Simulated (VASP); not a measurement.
Wanted: the native input for a VASP 6.6.1 run.

```
Task                   : single point
Functional             : PBEsol
Potentials or basis    : VASP PAW PBE potentials, release 64 (Al, Ni)
Cutoff                 : 520 eV
k mesh                 : 12 × 12 × 10
Occupations            : gaussian, width 0.15 eV
Spin                   : no spin polarisation
Dipole correction      : no
Further INCAR settings : ALGO = Fast; EDIFF = 1e-07; NBANDS = 22
```

The structure of Al3Ni2 lies in POSCAR:

```
Al3Ni2
1.0
    3.8029826611      0.0000000000      0.0000000000
   -1.9014913305      3.2934795947      0.0000000000
    0.0000000000      0.0000000000      5.1024378412
Al Ni
3 2
Direct
    0.0000000000      0.0000000000      0.0000000000
    0.3333333333      0.6666666667      0.6477829059
    0.6666666667      0.3333333333      0.3522170941
    0.3333333333      0.6666666667      0.1455709067
    0.6666666667      0.3333333333      0.8544290933
```

This cell differs from its parent crystal: strain -0.050 along x and y, +0.050 along z.

One way to write it, as run:

INCAR

```
ALGO = Fast ; EDIFF = 1E-7
ENCUT = 520 ; GGA = PS
ISIF = 2 ; ISMEAR = 0
LASPH = True ; LCHARG = True
LELF = True ; LREAL = False
LVHAR = True ; LWAVE = False
NBANDS = 22 ; NELM = 80
PREC = Accurate ; SIGMA = 0.15
```

KPOINTS

```
k-points
0
Gamma
  12 12 10
```

Potentials or basis: VASP PAW PBE potentials, release 64 (Al, Ni).

Command:

```console
$ cat potpaw_PBE.64/Al/POTCAR potpaw_PBE.64/Ni/POTCAR > POTCAR
$ mpirun -np 1 vasp_std > vasp.out
```

It gave:

```yaml
Pressure: 9.3 GPa
Largest_force: 0.299 eV/Å
Band_gap_on_the_k_mesh: zero (an odd number of electrons rules out a gap without spin polarisation)
```

Caveat: the cell differs from its parent crystal (strain -0.050 along x and y, +0.050 along z); the stress differs along the axes, from -5 to 17 GPa; the PAW data sets were made with another functional, which shifts forces and pressure a little.

It took 120 s on 1 thread of Intel(R) Xeon(R) 6975P-C (Granite Rapids), with other jobs on the host, peak memory 0.31 GiB.
